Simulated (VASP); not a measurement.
Write the native input for VASP 6.6.1 that does the following.

- Task: single point
- Functional: PBEsol
- Potentials or basis: VASP PAW PBE potentials, release 64 (Ga_d, In_d, Sb, As)
- Cutoff: 500 eV
- k mesh: 1 × 1 × 1, shifted
- Occupations: fermi-dirac, width 0.05 eV
- Spin: no spin polarisation
- Dipole correction: no
- Further INCAR settings: LREAL = Auto; ALGO = Normal; EDIFF = 1e-06; NBANDS = 326; ISYM = -1

The structure of In3Ga13Sb13As3 lies in POSCAR:

```
In3Ga13Sb13As3
1.0
   12.2056172188      0.0000000000      0.0000000000
    0.0000000000     12.2056172188      0.0000000000
    0.0000000000      0.0000000000     12.2056172188
Ga In Sb As
26 6 26 6
Direct
    0.9987340000      0.9998620000      0.9942240000
    0.0010340000      0.0031280000      0.5046910000
    0.0009170000      0.4928610000      0.9928650000
    0.9909850000      0.5031770000      0.5073130000
    0.5000280000      0.9965850000      0.4999050000
    0.5135500000      0.4974730000      0.9974910000
    0.4999210000      0.4999860000      0.4965010000
    0.2496470000      0.2484060000      0.4957800000
    0.2522010000      0.7487690000      0.0000480000
    0.2423210000      0.7428240000      0.5073970000
    0.7430870000      0.2564580000      0.0012060000
    0.7596700000      0.2598720000      0.5088500000
    0.7517840000      0.7441830000      0.9945710000
    0.7539990000      0.7395720000      0.4975310000
    0.2495230000      0.9985820000      0.2540260000
    0.2471160000      0.9977490000      0.7463740000
    0.2531770000      0.4983450000      0.2505070000
    0.7555760000      0.9964160000      0.7474700000
    0.7575430000      0.5045840000      0.2577970000
    0.7525230000      0.4893810000      0.7515840000
    0.0001670000      0.2525240000      0.2518020000
    0.9941060000      0.2614350000      0.7478310000
    0.0037910000      0.7442140000      0.7421600000
    0.5081930000      0.2490850000      0.2469650000
    0.4974140000      0.7456660000      0.2522810000
    0.5026450000      0.7486940000      0.7475940000
    0.5062660000      0.0056950000      0.0074330000
    0.2384440000      0.2582130000      0.9953240000
    0.2353890000      0.5043560000      0.7481370000
    0.7453510000      0.0115450000      0.2460640000
    0.9950060000      0.7414200000      0.2566470000
    0.5101800000      0.2579200000      0.7543510000
    0.1181980000      0.1191000000      0.1302340000
    0.1234390000      0.1308610000      0.6278200000
    0.1286160000      0.6150810000      0.1184080000
    0.6343030000      0.1212020000      0.6204110000
    0.6301290000      0.6253500000      0.1284260000
    0.6272330000      0.6176970000      0.6259840000
    0.3840630000      0.3787130000      0.1260600000
    0.3724510000      0.3767240000      0.6168580000
    0.3712910000      0.8706920000      0.1318980000
    0.3730050000      0.8711910000      0.6248180000
    0.8755340000      0.3767020000      0.1260250000
    0.8721620000      0.8739120000      0.1147790000
    0.8772450000      0.8705580000      0.6214810000
    0.3791630000      0.1244640000      0.3719110000
    0.3690660000      0.1227250000      0.8694810000
    0.3711660000      0.6245270000      0.3780280000
    0.3825920000      0.6258490000      0.8784650000
    0.8808990000      0.1342050000      0.3835910000
    0.8714370000      0.1304120000      0.8738220000
    0.8781700000      0.6202650000      0.8697790000
    0.1223110000      0.3793910000      0.3776030000
    0.1277900000      0.8779260000      0.3843910000
    0.1250170000      0.8711780000      0.8718660000
    0.6300810000      0.3755390000      0.3769970000
    0.6234030000      0.8672640000      0.3772540000
    0.6308430000      0.8709640000      0.8703650000
    0.1135810000      0.6273910000      0.6179590000
    0.6260410000      0.1421690000      0.1227970000
    0.8751320000      0.3794010000      0.6288290000
    0.8708490000      0.6166630000      0.3844780000
    0.1088370000      0.3765210000      0.8689370000
    0.6350560000      0.3809250000      0.8808660000
```

One way to write it, as run:

INCAR

```
SYSTEM = In3Ga13Sb13As3
PREC = Accurate
ENCUT = 500
EDIFF = 1E-6
ISMEAR = -1
SIGMA = 0.05
LREAL = Auto
LASPH = .True.
NELM = 120
ALGO = Normal
ISIF = 2
LWAVE = .False.
LCHARG = .False.
GGA = PS
ISYM = -1
NBANDS = 326
GGA_COMPAT = .False.
```

KPOINTS

```
explicit points
1
Reciprocal
  0.25000000   0.25000000   0.25000000 1
```

Potentials or basis: VASP PAW PBE potentials, release 64 (Ga_d, In_d, Sb, As).

The run is started by

```console
$ cat potpaw_PBE.64/Ga_d/POTCAR potpaw_PBE.64/In_d/POTCAR potpaw_PBE.64/Sb/POTCAR potpaw_PBE.64/As/POTCAR > POTCAR
$ mpirun -np 1 vasp_std > vasp.out
```

It gave:

The pressure is 0.1 GPa and the largest force is 0.014 eV/Å. The band gap on the k mesh is 0.64 eV.

Caveat: semilocal functionals underestimate gaps, and a narrow one can read as zero; the PAW data sets were made with another functional, which shifts forces and pressure a little; spin-orbit coupling is left out, which moves the levels of the heavy elements; a shifted mesh leaves out Γ, where band edges can lie.

It took 22 min on 1 thread of Intel(R) Xeon(R) Platinum 8259CL CPU @ 2.50GHz (Skylake/Cascade Lake), with other jobs on the host, peak memory 1.5 GiB.
